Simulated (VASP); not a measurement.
Input of a VASP 6.6.1 run:

INCAR

```
PREC = Accurate
ENCUT = 520
EDIFF = 1E-6
ISMEAR = -1
SIGMA = 0.1
LREAL = False
LASPH = True
NELM = 100
ALGO = Normal
ISIF = 2
LWAVE = False
LCHARG = False
GGA = PS
NBANDS = 26
```

File KPOINTS:

```
Automatic mesh
0
Gamma
  10 10 6
```

File POSCAR:

```
GaN
1.0
    3.1825745928      0.0000000000      0.0000000000
   -1.5912872964      2.7561904468      0.0000000000
    0.0000000000      0.0000000000      5.1854102058
Ga N
2 2
Direct
    0.3333333333      0.6666666667     -0.0008061558
    0.6666666667      0.3333333333      0.4991938442
    0.3333333333      0.6666666667      0.3758061558
    0.6666666667      0.3333333333      0.8758061558
```

Potentials or basis: VASP PAW PBE potentials, release 64 (Ga_d, N).

Command:

```bash
$ cat potpaw_PBE.64/Ga_d/POTCAR potpaw_PBE.64/N/POTCAR > POTCAR
$ mpirun -np 1 vasp_std > vasp.out
```

Question: What does it give for the pressure?

Answer: -0.1 GPa.

Question: Predict the band gap on the k mesh.

Answer: 1.89 eV, direct.

Caveat: the PAW data sets were made with another functional, which shifts forces and pressure a little.
